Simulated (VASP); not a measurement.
# Ag (I4/mmm) in VASP: further runs

Runs on Ag. Level: PBE. Tasks: single point.

Everything below comes from runs of VASP 6.6.1. Logs are shortened: lines on timing, memory, paths and dates and some standing lists are left out, and cuts for length are marked.

## 1. The cell of the first run

Symmetry: I4/mmm, No. 139, tetragonal system. Conventional cell: a = 2.889 Å, b = 2.889 Å, c = 4.107 Å, α = 90.00°, β = 90.00°, γ = 90.00°. Ag (site symmetry 4/mmm) has 12 Ag at 2.89 to 2.90 Å within 3.8 Å.

## 2. Single point, PBE (strain +0.0050 x Voigt [0, 1, 0, 0, 0, 0])

Contents of INCAR:

```
SYSTEM = Ag
ALGO = Fast
EDIFF = 1E-7
ENCUT = 520
GGA = PE
ISIF = 2
ISMEAR = 0
LASPH = .TRUE.
LCHARG = .FALSE.
LREAL = .FALSE.
LWAVE = .FALSE.
NBANDS = 12
NELM = 100
PREC = Accurate
SIGMA = 0.15
```

Contents of KPOINTS:

```
k-points
0
G
  20 20 20
  0 0 0
```

Contents of POSCAR:

```
Ag
1.0
    0.0000000000      2.0533155000      2.0431000000
    2.0431000000      0.0000000000      2.0431000000
    2.0431000000      2.0533155000      0.0000000000
Ag
1
Direct
    0.0000000000      0.0000000000      0.0000000000
```

Potentials or basis: VASP PAW PBE potentials, release 64 (Ag).

Command:

```console
$ cat potpaw_PBE.64/Ag/POTCAR > POTCAR
$ mpirun -np 1 vasp_std > vasp.out
```

OUTCAR:

```text
SYSTEM = Ag
   EDIFF = 1E-7
   ENCUT = 520
   GGA = PE
   ISIF = 2
   ISMEAR = 0
   LASPH = .TRUE.
   LREAL = .FALSE.
   NELM = 100
   PREC = Accurate

 ion  position               nearest neighbor table
   1  0.000  0.000  0.000-

  LATTYP: Found a body centered tetragonal cell.
 ALAT       =     2.8893797293
 C/A-ratio  =     1.4212846302

  Lattice vectors:

 A1 = (   0.0000000000,  -2.0533155000,   2.0431000000)
 A2 = (   0.0000000000,  -2.0533155000,  -2.0431000000)
 A3 = (   2.0431000000,   2.0533155000,   0.0000000000)

Analysis of symmetry for initial positions (statically):
=====================================================================
 Subroutine PRICEL returns:
 Original cell was already a primitive cell.

 Routine SETGRP: Setting up the symmetry group for a
 body centered tetragonal supercell.

 Subroutine GETGRP returns: Found 16 space group operations
 (whereof 16 operations were pure point group operations)
 out of a pool of 16 trial point group operations.

The static configuration has the point symmetry D_4h.

Analysis of symmetry for dynamics (positions and initial velocities):
=====================================================================
 Subroutine PRICEL returns:
 Original cell was already a primitive cell.

 Routine SETGRP: Setting up the symmetry group for a
 body centered tetragonal supercell.

 Subroutine GETGRP returns: Found 16 space group operations
 (whereof 16 operations were pure point group operations)
 out of a pool of 16 trial point group operations.

The dynamic configuration has the point symmetry D_4h.

 Subroutine INISYM returns: Found 16 space group operations
 (whereof 16 operations are pure point group operations),
 and found     1 'primitive' translations

----------------------------------------------------------------------------------------

                                     Primitive cell

  volume of cell :      17.1421

  direct lattice vectors                    reciprocal lattice vectors
     0.000000000  2.053315500  2.043100000    -0.244726151  0.243508608  0.244726151
     2.043100000  0.000000000  2.043100000     0.244726151 -0.243508608  0.244726151
     2.043100000  2.053315500  0.000000000     0.244726151  0.243508608 -0.244726151

  length of vectors
     2.896612185  2.889379729  2.896612185     0.423176347  0.423176347  0.423176347

  position of ions in fractional coordinates (direct lattice)
     0.000000000  0.000000000  0.000000000

[... 83 lines left out ...]
   POTIM  = 0.5000    time-step for ionic-motion
   TEBEG  =    0.0;   TEEND  =   0.0 temperature during run
   PSTRESS=    0.0 pullay stress
   NELECT =      11.0000    total number of electrons
   NUPDOWN=      -1.0000    fix difference up-down
   EMIN   =  10.00;   EMAX   =-10.00  energy-range for DOS
   EFERMI =   0.00;   METHOD = LEGACY
   ISMEAR =     0;   SIGMA  =   0.15  broadening in eV -4-tet -1-fermi 0-gaus
   EFERMI_NEDOS =   21; number of points for ismear=-14 and -15
   IALGO  =     68    algorithm
   IMIX   =      4    mixing-type and parameters
     AMIX     =   0.40;   BMIX     =  1.00
     AMIX_MAG =   1.60;   BMIX_MAG =  1.00
  volume/ion in A,a.u.               =      17.14       115.68
  Fermi-wavevector in a.u.,A,eV,Ry     =   1.412052  2.668392 27.128539  1.993891
  Thomas-Fermi vector in A             =   2.533840
   LORBIT       =      0    0 simple, 1 ext, 2 COOP (PROOUT), +10 PAW based schemes
   GGA     = PE    functional components
   LHFCALC =     F    Hartree Fock is set to
   AEXX    =    0.0000 exact exchange contribution
   IVDW    =     0    specifies the selected vdW correction
   LEPSILON=     F    determine dielectric tensor
   LRPA    =     F    only Hartree local field effects (RPA)
 non-spin polarized calculation
 RMM-DIIS sequential band-by-band and
 Gauss-broadening in eV      SIGMA  =   0.15
  energy-cutoff  :      520.00
  volume of cell :       17.14
 maximum number of plane-waves:       477
 NGX is ok and might be reduce to    24
   NGX = 11   NGY = 11   NGZ = 11

 number of electron      10.9999999 magnetization

 Free energy of the ion-electron system (eV)
  ---------------------------------------------------
  ext. energy  EPLUGINS =         0.00000000
  ---------------------------------------------------
  free energy    TOTEN  =        -2.71307238 eV

  energy without entropy =       -2.71081853  energy(sigma->0) =       -2.71194545

 E-fermi :   8.3642     XC(G=0): -12.1777

 val. band max:        8.3300302936   @ k =   0.3500   0.5000   0.1500
 cond. band min:       8.3831936587   @ k =   0.3000  -0.2000   0.2000
 fundamental gap:      0.0531633650
 Fermi energy:         8.3641895973

 k-point     1 :       0.0000    0.0000    0.0000
  band No.  band energies     occupation
      1       0.6274      2.00000
      2       3.5483      2.00000
      3       3.5793      2.00000
      4       3.5793      2.00000
      5       4.5767      2.00000
      6       4.6090      2.00000
      7      24.3692      0.00000
      8      27.8720      0.00000
      9      27.9373      0.00000
     10      27.9373      0.00000
     11      32.7084      0.00000
     12      33.7986      0.00000
[... 331 lines left out ...]
 k-point    24 :      -0.3500    0.0500   -0.0000
  band No.  band energies     occupation
      1       2.1327      2.00000
      2       3.6241      2.00000
      3       3.6611      2.00000
      4       4.9135      2.00000
      5       5.0344      2.00000
      6       6.0530      2.00000
      7      15.1454      0.00000
      8      23.9316      0.00000
      9      25.8736      0.00000
     10      27.4331      0.00000
     11      30.9592      0.00000
     12      31.2978      0.00000

 [... further k-points ...]

------------------------ aborting loop because EDIFF is reached ----------------------------------------

  FORCE on cell =-STRESS in cart. coord.  units (eV):
  Direction    XX          YY          ZZ          XY          YZ          ZX
  --------------------------------------------------------------------------------------
  -------------------------------------------------------------------------------------
  Total        0.4347192      0.4131626      0.4347192      0.0000000      0.0000000      0.0000000
  in kB       40.6307146     38.6159463     40.6307146      0.0000000      0.0000000      0.0000000
  external PRESSURE =      39.9591252 kB  Pullay stress =       0.0000000 kB

 VOLUME and BASIS-vectors are now :
 -----------------------------------------------------------------------------
  energy-cutoff  :      520.00
  volume of cell :       17.14
      direct lattice vectors                 reciprocal lattice vectors
     0.000000000  2.053315500  2.043100000    -0.244726151  0.243508608  0.244726151
     2.043100000  0.000000000  2.043100000     0.244726151 -0.243508608  0.244726151
     2.043100000  2.053315500  0.000000000     0.244726151  0.243508608 -0.244726151

 POSITION                                       TOTAL-FORCE (eV/Angst)
 -----------------------------------------------------------------------------------
      0.00000      0.00000      0.00000         0.000000      0.000000      0.000000
 -----------------------------------------------------------------------------------
    total drift:                               -0.000000      0.000000     -0.000000

  FREE ENERGIE OF THE ION-ELECTRON SYSTEM (eV)
  ---------------------------------------------------
  free  energy   TOTEN  =        -2.7130723792 eV

  energy  without entropy=       -2.7108185294  energy(sigma->0) =       -2.71194545
```

OSZICAR:

```text
N       E                     dE             d eps       ncg     rms          rms(c)
DAV:   1     0.522350122493E+02    0.52235E+02   -0.54637E+03 15528   0.827E+02
DAV:   2    -0.213616450100E+01   -0.54371E+02   -0.51551E+02 17924   0.195E+02
DAV:   3    -0.296404903355E+01   -0.82788E+00   -0.82742E+00 18032   0.252E+01
DAV:   4    -0.296656762819E+01   -0.25186E-02   -0.25185E-02 17876   0.146E+00
DAV:   5    -0.296658742190E+01   -0.19794E-04   -0.19794E-04 18192   0.116E-01    0.516E+00
RMM:   6    -0.272374093001E+01    0.24285E+00   -0.36565E-01 15529   0.548E+00    0.330E+00
RMM:   7    -0.271589326874E+01    0.78477E-02   -0.93839E-03 17296   0.109E+00    0.191E+00
RMM:   8    -0.271308614072E+01    0.28071E-02   -0.73240E-04 17472   0.258E-01    0.188E-01
RMM:   9    -0.271306954981E+01    0.16591E-04   -0.10778E-04 18798   0.923E-02    0.701E-02
RMM:  10    -0.271307107712E+01   -0.15273E-05   -0.18796E-05 18416   0.348E-02    0.230E-02
RMM:  11    -0.271307232160E+01   -0.12445E-05   -0.51398E-06 18028   0.141E-02    0.663E-03
RMM:  12    -0.271307237923E+01   -0.57623E-07   -0.31693E-07 16077   0.425E-03
   1 F= -.27130724E+01 E0= -.27119455E+01  d E =-.225385E-02
```

stdout:

```text
POSCAR found type information on POSCAR Ag
 POSCAR found :  1 types and       1 ions
 scaLAPACK will be used
 LDA part: xc-table for (Slater+PW92), standard interpolation
 POSCAR, INCAR and KPOINTS ok, starting setup
 FFT: planning ... GRIDC
 FFT: planning ... GRID_SOFT
 FFT: planning ... GRID
 WAVECAR not read
 entering main loop
WARNING in EDDRMM: call to ZHEGV failed, returncode =   8  4     11
```

Run time: 38 s. Hardware: 1 thread of Intel Xeon 6975P-C (Granite Rapids), shared host; peak memory 0.24 GiB.

Results:

* Free energy: -2.7131 eV
* Pressure: 4.0 GPa

Caveat: the cell differs from its parent crystal (strain +0.0050 x Voigt [0, 1, 0, 0, 0, 0]).

(Continued in part 2 of 2.)
